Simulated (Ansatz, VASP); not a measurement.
# O: VASP beside Ansatz

```
O
1.0
     0.00000    1.88989    3.89884
     1.50177    0.00000    3.89884
     1.50177    1.88989    0.00000
O
2
Direct
  0.57890 0.57890 0.42110
  0.42110 0.42110 0.57890
```

Alike in both runs: task single point; functional PBE; k mesh 12 × 12 × 12; occupations fermi-dirac, width 0.05 eV; no spin polarisation.

|  | VASP | Ansatz |
| --- | --- | --- |
| version | VASP 6.6.1 | Ansatz 0.2.0 |
| potentials or method | VASP PAW PBE potentials, release 64 (O) | Ansatz PAW |
| plane-wave cutoff (eV) | 520 | 420 |
| valence electrons in the cell | 12 | 12 |

```tsv
	VASP	Ansatz	Ansatz less VASP
gap on the k mesh at the Fermi level (eV)	none	none	-
pressure (GPa)	0.8	-2.0	-2.74
traceless stress, the component that is largest in VASP (GPa)	1.42	4.51	+3.090
rms of the force components (eV/Å)	0.070	0.676	+0.6062
```

Atom by atom the forces differ by 0.606 eV/Å (rms over components). A gap of «none» marks a metal or a gap that the smearing closes. With one functional, cell and mesh, what is left measures potentials, basis and numerics.

Noted on VASP's run: the standard files for N, O and F lose accuracy on very short bonds; spin is off for a triplet molecule. Noted on Ansatz's run: Pulay correction over one GPa; spin is off for a triplet molecule.
